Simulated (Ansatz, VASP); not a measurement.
# TiO2 in VASP and in Ansatz

INCAR

```
SYSTEM = TiO2
PREC = Accurate ; ENCUT = 520
EDIFF = 1E-8 ; ISMEAR = -1
SIGMA = 0.08 ; LREAL = .FALSE.
LASPH = .TRUE. ; NELM = 100
ALGO = Normal ; ISIF = 2
LWAVE = .FALSE. ; LCHARG = .FALSE.
GGA = PE ; LEFG = .TRUE.
NBANDS = 33
```

The input KPOINTS:

```
regular mesh
0
G
  13 13 13
  0 0 0
```

The input POSCAR:

```
TiO2
1.0
   -1.8987874216      1.8987874216      4.7728041028
    1.8987874216     -1.8987874216      4.7728041028
    1.8987874216      1.8987874216     -4.7728041028
Ti O
2 4
Direct
    0.0000000000      0.0000000000      0.0000000000
    0.7500000000      0.2500000000      0.5000000000
    0.2066000000      0.2066000000      0.0000000000
    0.9566000000      0.4566000000      0.5000000000
    0.5434000000      0.0434000000      0.5000000000
    0.7934000000      0.7934000000      0.0000000000
```

Input for Ansatz:

```yaml
crystal:
  lattice:
    - [-1.8987874216, 1.8987874216, 4.7728041028]
    - [1.8987874216, -1.8987874216, 4.7728041028]
    - [1.8987874216, 1.8987874216, -4.7728041028]
  atoms:
    - { symbol: Ti, position: [0.0, 0.0, 0.0] }
    - { symbol: Ti, position: [0.75, 0.25, 0.5] }
    - { symbol: O, position: [0.2066, 0.2066, 0.0] }
    - { symbol: O, position: [0.9566, 0.4566, 0.5] }
    - { symbol: O, position: [0.5434, 0.0434, 0.5] }
    - { symbol: O, position: [0.7934, 0.7934, 0.0] }
kpoints:
  mp_grid: { grid: [13, 13, 13] }
scf:
  occupations: { method: fermi_dirac, width: 0.08 }
hamiltonian:
  xc: pbe
  pseudopotentials: { kind: all_electron, datasets: crystal }
output:
  forces: true
  stress: true
  eigenvalues: true
  efg: { contact_densities: true }
```

Change from the starting cell: volume scaled by 1.01, crystal datasets.

Alike in both runs: task electric field gradients; functional PBE; k mesh 13 × 13 × 13; occupations fermi-dirac, width 0.08 eV; no spin polarisation.

```csv
,VASP,Ansatz
version,VASP 6.6.1,Ansatz 0.2.0
potentials or method,"VASP PAW PBE potentials, release 64 (Ti_sv, O), cutoff 520 eV","all-electron PAW with datasets made for the crystal, scalar-relativistic"
```

```csv
,VASP,Ansatz,Ansatz less VASP
pressure (GPa),4.4,3.7,-0.68
"traceless stress, the component that is largest in VASP (GPa)",2.60,2.49,-0.107
rms of the force components (eV/Å),0.139,0.129,-0.0100
size of Vzz on the site where it differs most (V/Å²),17.7,18.5,+0.81
```

Atom by atom the forces differ by 0.010 eV/Å (rms over components). Ansatz ran all-electron here, and VASP with PAW potentials.
